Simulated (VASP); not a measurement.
A run of VASP 6.6.1 is set up as follows.

INCAR

```
SYSTEM = K
ALGO = Normal
EDIFF = 1E-6
ENCUT = 520
GGA = PE
ISIF = 2
ISMEAR = 0
LASPH = .TRUE.
LCHARG = .FALSE.
LREAL = .FALSE.
LWAVE = .FALSE.
NBANDS = 20
NELM = 60
PREC = Accurate
SIGMA = 0.1
```

KPOINTS

```
k-points
0
G
  6 6 4
  0 0 0
```

POSCAR

```
K
1.0
    5.0382047600      0.0000000000      0.0000000000
   -2.5191023800      4.3632133100      0.0000000000
    0.0000000000      0.0000000000      7.1332836700
K
3
Direct
    0.0000000000      0.0000000000      0.8635287100
    0.3333333300      0.6666666700      0.2687071200
    0.6666666700      0.3333333300      0.2687071200
```

Potentials or basis: VASP PAW PBE potentials, release 64 (K_sv).

Command:

```bash
$ cat potpaw_PBE.64/K_sv/POTCAR > POTCAR
$ mpirun -np 1 vasp_std > vasp.out
```

What does it give for the largest force?

0.749 eV/Å.

Estimate the band gap on the k mesh.

zero (an odd number of electrons rules out a gap without spin polarisation).

Predict the pressure.

3.8 GPa.

Forces on the atoms (eV/Å):
```
K    0.000  0.000 -0.749
K    0.000  0.000  0.374
K    0.000  0.000  0.374
```

Caveat: the cell stands under pressure.
